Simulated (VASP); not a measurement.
Ga: electric field gradients with PBE

Ga:

```
Ga
1.0
    -1.39017    1.39017    2.27358
     1.39017   -1.39017    2.27358
     1.39017    1.39017   -2.27358
Ga
1
Direct
  0.00000 0.00000 0.00000
```

This cell differs from its parent crystal: z stretched by +2 % at fixed volume.

```json
{
 "Program": "VASP 6.6.1",
 "Task": "electric field gradients",
 "Functional": "PBE",
 "Potentials or basis": "VASP PAW PBE potentials, release 64 (Ga_d)",
 "Cutoff": "520 eV",
 "k mesh": "14 × 14 × 16",
 "Occupations": "fermi-dirac, width 0.05 eV",
 "Spin": "no spin polarisation",
 "Dipole correction": "no",
 "Further INCAR settings": "ALGO = Normal; EDIFF = 1e-08; NBANDS = 12; ISYM = 0"
}
```

```yaml
Pressure: 4.5 GPa
```

Stress tensor (GPa, compression positive):
```
4.74 0.23 0.01
0.23 4.74 0.01
0.01 0.01 3.91
```

Levels at points of the mesh, in eV from the Fermi level:
```tsv
k point	band 4	band 5	band 6	band 7	band 8	band 9
(0.00, 0.00, 0.00)	-14.92	-14.76	-11.60	12.95	13.06	13.06
(0.50, 0.00, 0.00)	-14.74	-14.69	-4.94	-4.28	8.29	12.31
(0.00, 0.50, 0.00)	-14.74	-14.69	-4.94	-4.28	8.29	12.31
(0.50, 0.50, 0.00)	-14.74	-14.61	-2.12	-1.09	3.93	5.09
(0.00, 0.00, 0.50)	-14.74	-14.61	-2.12	-1.09	3.93	5.09
(0.50, 0.00, 0.50)	-14.74	-14.69	-4.94	-4.28	8.29	12.31
(0.00, 0.50, 0.50)	-14.74	-14.69	-4.94	-4.28	8.29	12.31
(0.50, 0.50, 0.50)	-14.70	-14.70	-4.23	-3.87	6.95	6.95
```

Electric field gradients, principal values (V/Å²):
| atom | least | middle | greatest (by size) |
| --- | --- | --- | --- |
| 1 Ga | -12.312 | -12.331 | 24.642 |

Run time: 2.6 min on 1 thread of AMD EPYC 9R45 96-Core Processor (Zen 5), with other jobs on the host, peak memory 0.38 GiB.

Caveat: without QUAD_EFG the Cq values of the log hold for a quadrupole moment of 1 mb, not for the nuclei.
